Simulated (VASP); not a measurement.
# GeW (P2_13) in VASP: single point with PBE

Aim: the single point of GeW with PBE.

Program: VASP 6.6.1. These are calculated values, not measurements. Logs are shortened: lines on timing, memory, paths and dates and some standing lists are left out, and cuts for length are marked.

### Step 1. The cell of the first run

The structure is cubic, space group P2_13 (No. 198). Conventional cell: a = 5.005 Å, b = 5.005 Å, c = 5.005 Å, α = 90.00°, β = 90.00°, γ = 90.00°. Within 3.3 Å of Ge (site symmetry 3) lie 7 W at 2.51 to 2.79 Å and 6 Ge at 3.09 Å. Within 3.3 Å of W (site symmetry 3) lie 7 Ge at 2.51 to 2.79 Å and 6 W at 3.07 Å.

### Step 2. Single point, PBE

POSCAR

```
GeW
1.0
    5.0052523680      0.0000000000      0.0000000000
    0.0000000000      5.0052523680      0.0000000000
    0.0000000000      0.0000000000      5.0052523680
Ge W
4 4
Direct
    0.8469450710      0.8469450710      0.8469450710
    0.3469450710      0.6530549290      0.1530549290
    0.1530549290      0.3469450710      0.6530549290
    0.6530549290      0.1530549290      0.3469450710
    0.1363847536      0.1363847536      0.1363847536
    0.6363847536      0.3636152464      0.8636152464
    0.8636152464      0.6363847536      0.3636152464
    0.3636152464      0.8636152464      0.6363847536
```

INCAR.step1

```
SYSTEM = GeW
PREC = Accurate
ENCUT = 410
EDIFF = 1E-6
ISMEAR = 0
SIGMA = 0.1
LREAL = .False.
LASPH = .True.
NELM = 120
ALGO = Normal
ISIF = 2
LWAVE = .False.
LCHARG = .True.
LMAXMIX = 4
GGA = PE
NBANDS = 66
GGA_COMPAT = .False.
NEDOS = 2001
LORBIT = 11
```

KPOINTS.step1

```
Automatic mesh
0
Gamma
  6 6 6
  0 0 0
```

INCAR.step2

```
SYSTEM = GeW
PREC = Accurate
ENCUT = 410
EDIFF = 1E-6
ISMEAR = -5
SIGMA = 0.1
LREAL = .False.
LASPH = .True.
NELM = 120
ALGO = Normal
ISIF = 2
LWAVE = .False.
LCHARG = .False.
LMAXMIX = 4
GGA = PE
LORBIT = 11
NEDOS = 1001
ICHARG = 11
GGA_COMPAT = .False.
```

KPOINTS.step2

```
Automatic mesh
0
Gamma
  9 9 9
  0 0 0
```

Potentials or basis: VASP PAW PBE potentials, release 64 (Ge_d, W_sv).

Run with:

```console
> cat potpaw_PBE.64/Ge_d/POTCAR potpaw_PBE.64/W_sv/POTCAR > POTCAR
> cp INCAR.step1 INCAR
> cp KPOINTS.step1 KPOINTS
> mpirun -np 1 vasp_std > vasp.out
> cp INCAR.step2 INCAR
> cp KPOINTS.step2 KPOINTS
> mpirun -np 1 vasp_std > vasp.out
```

OUTCAR:

```text
SYSTEM = GeW
   PREC = Accurate
   ENCUT = 410
   EDIFF = 1E-6
   ISMEAR = -5
   LREAL = .False.
   LASPH = .True.
   NELM = 120
   ISIF = 2
   GGA = PE
   LORBIT = 11
   ICHARG = 11

 ion  position               nearest neighbor table
   1  0.847  0.847  0.847-   5 2.51   6 2.64   7 2.64   8 2.64   6 2.79   7 2.79   8 2.79
   2  0.347  0.653  0.153-   6 2.51   5 2.64   7 2.64   8 2.64   7 2.79   8 2.79   5 2.79
   3  0.153  0.347  0.653-   7 2.51   6 2.64   5 2.64   8 2.64   8 2.79   5 2.79   6 2.79
   4  0.653  0.153  0.347-   8 2.51   6 2.64   7 2.64   5 2.64   6 2.79   7 2.79   5 2.79
   5  0.136  0.136  0.136-   1 2.51   2 2.64   3 2.64   4 2.64   2 2.79   3 2.79   4 2.79   6 3.07
                             8 3.07   8 3.07   6 3.07   7 3.07   7 3.07
   6  0.636  0.364  0.864-   2 2.51   1 2.64   3 2.64   4 2.64   3 2.79   4 2.79   1 2.79   5 3.07
                             7 3.07   7 3.07   5 3.07   8 3.07   8 3.07
   7  0.864  0.636  0.364-   3 2.51   2 2.64   1 2.64   4 2.64   4 2.79   1 2.79   2 2.79   6 3.07
                             6 3.07   8 3.07   8 3.07   5 3.07   5 3.07
   8  0.364  0.864  0.636-   4 2.51   2 2.64   3 2.64   1 2.64   2 2.79   3 2.79   1 2.79   5 3.07
                             5 3.07   7 3.07   7 3.07   6 3.07   6 3.07

  LATTYP: Found a simple cubic cell.
 ALAT       =     5.0052523680

  Lattice vectors:

 A1 = (   5.0052523680,   0.0000000000,   0.0000000000)
 A2 = (   0.0000000000,   5.0052523680,   0.0000000000)
 A3 = (   0.0000000000,   0.0000000000,   5.0052523680)

Analysis of symmetry for initial positions (statically):
=====================================================================
 Subroutine PRICEL returns:
 Original cell was already a primitive cell.

 Routine SETGRP: Setting up the symmetry group for a
 simple cubic supercell.

 Subroutine GETGRP returns: Found 12 space group operations
 (whereof  3 operations were pure point group operations)
 out of a pool of 48 trial point group operations.

The static configuration has the point symmetry C_3 .
 The point group associated with its full space group is T   .

Analysis of symmetry for dynamics (positions and initial velocities):
=====================================================================
 Subroutine PRICEL returns:
 Original cell was already a primitive cell.

 Routine SETGRP: Setting up the symmetry group for a
 simple cubic supercell.

 Subroutine GETGRP returns: Found 12 space group operations
 (whereof  3 operations were pure point group operations)
 out of a pool of 48 trial point group operations.

The dynamic configuration has the point symmetry C_3 .
 The point group associated with its full space group is T   .

 Subroutine INISYM returns: Found 12 space group operations
 (whereof  3 operations are pure point group operations),
 and found     1 'primitive' translations

----------------------------------------------------------------------------------------

                                     Primitive cell

  volume of cell :     125.3943

  direct lattice vectors                    reciprocal lattice vectors
     5.005252368  0.000000000  0.000000000     0.199790126  0.000000000  0.000000000
     0.000000000  5.005252368  0.000000000     0.000000000  0.199790126  0.000000000
     0.000000000  0.000000000  5.005252368     0.000000000  0.000000000  0.199790126

  length of vectors
     5.005252368  5.005252368  5.005252368     0.199790126  0.199790126  0.199790126

  position of ions in fractional coordinates (direct lattice)
     0.846945071  0.846945071  0.846945071
     0.346945071  0.653054929  0.153054929
     0.153054929  0.346945071  0.653054929
     0.653054929  0.153054929  0.346945071
     0.136384754  0.136384754  0.136384754
     0.636384754  0.363615246  0.863615246
     0.863615246  0.636384754  0.363615246
     0.363615246  0.863615246  0.636384754

  ion indices of the primitive-cell ions
   primitive index   ion index
                 1           1
                 2           2
                 3           3
                 4           4
                 5           5
                 6           6
                 7           7
                 8           8

----------------------------------------------------------------------------------------

 KPOINTS: Automatic mesh

Automatic generation of k-mesh.
 Grid dimensions read from file:
 generate k-points for:    9    9    9

 Generating k-lattice:

  Cartesian coordinates                     Fractional coordinates (reciprocal lattice)
     0.022198903  0.000000000  0.000000000     0.111111111  0.000000000  0.000000000
     0.000000000  0.022198903  0.000000000     0.000000000  0.111111111  0.000000000
     0.000000000  0.000000000  0.022198903     0.000000000  0.000000000  0.111111111

  Length of vectors
     0.022198903  0.022198903  0.022198903

  Shift w.r.t. Gamma in fractional coordinates (k-lattice)
     0.000000000  0.000000000  0.000000000

 TETIRR: Found    652 inequivalent tetrahedra from     4374

 Subroutine IBZKPT returns following result:
 ===========================================

 Found     45 irreducible k-points:

 Following reciprocal coordinates:
            Coordinates               Weight
  0.000000  0.000000  0.000000      1.000000
  0.111111  0.000000  0.000000      6.000000
  0.222222  0.000000  0.000000      6.000000
  0.333333  0.000000  0.000000      6.000000
  0.444444  0.000000  0.000000      6.000000
  0.111111  0.111111  0.000000     12.000000
[... 16 lines left out ...]
  0.222222  0.111111  0.111111     24.000000
  0.333333  0.111111  0.111111     24.000000
 [... further k-points ...]
   k-points           NKPTS =     45   k-points in BZ     NKDIM =     45   number of bands    NBANDS=     67
   number of dos      NEDOS =   1001   number of ions     NIONS =      8
   total plane-waves  NPLWV =  46656
   dimension x,y,z NGX =    36 NGY =   36 NGZ =   36
   dimension x,y,z NGXF=    72 NGYF=   72 NGZF=   72
   ions per type =               4   4
   NGX,Y,Z   is equivalent  to a cutoff of  11.96, 11.96, 11.96 a.u.
   NGXF,Y,Z  is equivalent  to a cutoff of  23.91, 23.91, 23.91 a.u.
 SYSTEM =  GeW
   PREC   = accura    normal or accurate (medium, high low for compatibility)
   ISTART =      0    job   : 0-new  1-cont  2-samecut
   ICHARG =     11    charge: 1-file 2-atom 10-const
   ISPIN  =      1    spin polarized calculation?
   LNONCOLLINEAR =      F non collinear calculations
   LSORBIT =      F    spin-orbit coupling
   LASPH  =      T    aspherical Exc in radial PAW
   ENCUT  =  410.0 eV  30.13 Ry    5.49 a.u.   8.26  8.26  8.26*2*pi/ulx,y,z
   NELM   =    120;   NELMIN=  2; NELMDL=  0     # of ELM steps
   EDIFF  = 0.1E-05   stopping-criterion for ELM
   LREAL  =      F    real-space projection
   EDIFFG = 0.1E-04   stopping-criterion for IOM
   NSW    =      0    number of steps for IOM
   IBRION =     -1    ionic relax: 0-MD 1-quasi-New 2-CG
   NFREE  =      0    steps in history (QN), initial steepest desc. (CG)
   ISIF   =      2    stress and relaxation
   ISYM   =      2    0-nonsym 1-usesym 2-fastsym
   POTIM  = 0.5000    time-step for ionic-motion
   TEBEG  =    0.0;   TEEND  =   0.0 temperature during run
   PSTRESS=    0.0 pullay stress
   NELECT =     112.0000    total number of electrons
   NUPDOWN=      -1.0000    fix difference up-down
   EMIN   =  10.00;   EMAX   =-10.00  energy-range for DOS
   EFERMI =   0.00;   METHOD = LEGACY
   ISMEAR =    -5;   SIGMA  =   0.10  broadening in eV -4-tet -1-fermi 0-gaus
   EFERMI_NEDOS =   21; number of points for ismear=-14 and -15
   IALGO  =     38    algorithm
   IMIX   =      4    mixing-type and parameters
     AMIX     =   0.40;   BMIX     =  1.00
     AMIX_MAG =   1.60;   BMIX_MAG =  1.00
  volume/ion in A,a.u.               =      15.67       105.78
  Fermi-wavevector in a.u.,A,eV,Ry     =   1.576600  2.979342 33.819561  2.485668
  Thomas-Fermi vector in A             =   2.677409
   LORBIT       =     11    0 simple, 1 ext, 2 COOP (PROOUT), +10 PAW based schemes
   GGA     = PE    functional components
   LHFCALC =     F    Hartree Fock is set to
   AEXX    =    0.0000 exact exchange contribution
   IVDW    =     0    specifies the selected vdW correction
   LEPSILON=     F    determine dielectric tensor
   LRPA    =     F    only Hartree local field effects (RPA)
 non-spin polarized calculation
 Fermi weights with tetrahedron method with Bloechl corrections
  energy-cutoff  :      410.00
  volume of cell :      125.39
 maximum number of plane-waves:      2385
 NGX is ok and might be reduce to    36

 number of electron     112.0000162 magnetization

 Free energy of the ion-electron system (eV)
  ---------------------------------------------------
  ext. energy  EPLUGINS =         0.00000000
  ---------------------------------------------------
  free energy    TOTEN  =       -68.84870703 eV

  energy without entropy =      -68.84870703  energy(sigma->0) =      -68.84870703

 E-fermi :  10.1554     XC(G=0): -12.9804

 val. band max:       10.1768164962   @ k =   0.4444   0.4444   0.3333
 cond. band min:      10.1049082515   @ k =   0.3333   0.3333   0.0000
 fundamental gap:     -0.0719082447
 Fermi energy:        10.1553809075

 k-point     1 :       0.0000    0.0000    0.0000
  band No.  band energies     occupation
      1     -64.0431      2.00000
      2     -64.0162      2.00000
      3     -64.0162      2.00000
      4     -64.0162      2.00000
      5     -28.3812      2.00000
      6     -28.3812      2.00000
[... 59 lines left out ...]
     66      13.7271      0.00000
     67      14.2956      0.00000
[... 1608 lines left out ...]
     66      14.3143      0.00000
     67      14.6188      0.00000

 [... further k-points ...]

------------------------ aborting loop because EDIFF is reached ----------------------------------------

  FORCE on cell =-STRESS in cart. coord.  units (eV):
  Direction    XX          YY          ZZ          XY          YZ          ZX
  --------------------------------------------------------------------------------------
  -------------------------------------------------------------------------------------
  Total       -0.1619129     -0.1619129     -0.1619129     -0.0000000      0.0000000     -0.0000000
  in kB       -2.0687793     -2.0687793     -2.0687793     -0.0000000      0.0000000     -0.0000000
  external PRESSURE =      -2.0687793 kB  Pullay stress =       0.0000000 kB

 VOLUME and BASIS-vectors are now :
 -----------------------------------------------------------------------------
  energy-cutoff  :      410.00
  volume of cell :      125.39
      direct lattice vectors                 reciprocal lattice vectors
     5.005252368  0.000000000  0.000000000     0.199790126  0.000000000  0.000000000
     0.000000000  5.005252368  0.000000000     0.000000000  0.199790126  0.000000000
     0.000000000  0.000000000  5.005252368     0.000000000  0.000000000  0.199790126

 POSITION                                       TOTAL-FORCE (eV/Angst)
 -----------------------------------------------------------------------------------
      4.23917      4.23917      4.23917         0.011107      0.011107      0.011107
      1.73655      3.26870      0.76608         0.011107     -0.011107     -0.011107
      0.76608      1.73655      3.26870        -0.011107      0.011107     -0.011107
      3.26870      0.76608      1.73655        -0.011107     -0.011107      0.011107
      0.68264      0.68264      0.68264         0.009075      0.009075      0.009075
      3.18527      1.81999      4.32261         0.009075     -0.009075     -0.009075
      4.32261      3.18527      1.81999        -0.009075      0.009075     -0.009075
      1.81999      4.32261      3.18527        -0.009075     -0.009075      0.009075
 -----------------------------------------------------------------------------------
    total drift:                                0.000000      0.000000      0.000000

  FREE ENERGIE OF THE ION-ELECTRON SYSTEM (eV)
  ---------------------------------------------------
  free  energy   TOTEN  =       -68.8487070258 eV

  energy  without entropy=      -68.8487070258  energy(sigma->0) =      -68.84870703

 total charge

# of ion       s       p       d       tot
------------------------------------------
    1        1.106   1.317  10.105  12.528
    2        1.106   1.317  10.105  12.528
    3        1.106   1.317  10.105  12.528
    4        1.106   1.317  10.105  12.528
    5        2.316   6.262   3.402  11.980
    6        2.316   6.262   3.402  11.980
    7        2.316   6.262   3.402  11.980
    8        2.316   6.262   3.402  11.980
--------------------------------------------------
tot         13.686  30.316  54.028  98.031
```

It took 5.2 min on 1 thread of Oxide Virtual Turin-like, shared host; peak memory 0.29 GiB.

What came out:

| Property | Result |
| --- | --- |
| Valence electrons inside the program's atomic spheres | Ge 12.53; W 11.98 |

Levels at points of the mesh, in eV from the Fermi level:
```csv
k point,band 52,band 53,band 54,band 55,band 56,band 57,band 58,band 59,band 60,band 61
"(0.00, 0.00, 0.00)",-2.72,-1.73,-1.73,-1.73,1.08,1.08,1.08,1.62,1.62,2.79
```

Caveat: spin-orbit coupling is left out, which moves the levels of the heavy elements.
